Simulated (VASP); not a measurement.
Set up this calculation in VASP 6.6.1, as the native input.

* Task: single point
* Functional: PBE
* Potentials or basis: VASP PAW PBE potentials, release 64 (W_sv)
* Cutoff: 520 eV
* k mesh: 20 × 20 × 20
* Occupations: gaussian, width 0.15 eV
* Spin: no spin polarisation
* Dipole correction: no
* Further INCAR settings: ALGO = Fast; EDIFF = 1e-07; NBANDS = 13

The structure of W lies in POSCAR:

```
W
1.0
   -1.6766951678      1.6396050724      1.6396050724
    1.6396050724     -1.6766951678      1.6396050724
    1.6396050724      1.6396050724     -1.6766951678
W
1
Direct
    0.0000000000      0.0000000000      0.0000000000
```

The input as run:

INCAR

```
ALGO = Fast ; EDIFF = 1E-7
ENCUT = 520 ; GGA = PE
ISIF = 2 ; ISMEAR = 0
LASPH = T ; LCHARG = T
LELF = T ; LREAL = F
LVHAR = T ; LWAVE = F
NBANDS = 13 ; NELM = 80
PREC = Accurate ; SIGMA = 0.15
```

KPOINTS

```
k-points
0
Gamma
  20 20 20
```

Potentials or basis: VASP PAW PBE potentials, release 64 (W_sv).

Launch:

```console
$ cat potpaw_PBE.64/W_sv/POTCAR > POTCAR
$ mpirun -np 1 vasp_std > vasp.out
```

Results of the run:

The pressure is -21.7 GPa and the band gap on the k mesh is zero (band 7 reaches 14.18 eV, above the bottom of band 8 at 8.98 eV).

Caveat: spin-orbit coupling is left out, which moves the levels of the heavy elements.

It used 250 s of CPU time on 1 thread of AMD EPYC 7R13 Processor (Zen 3) (shared host).
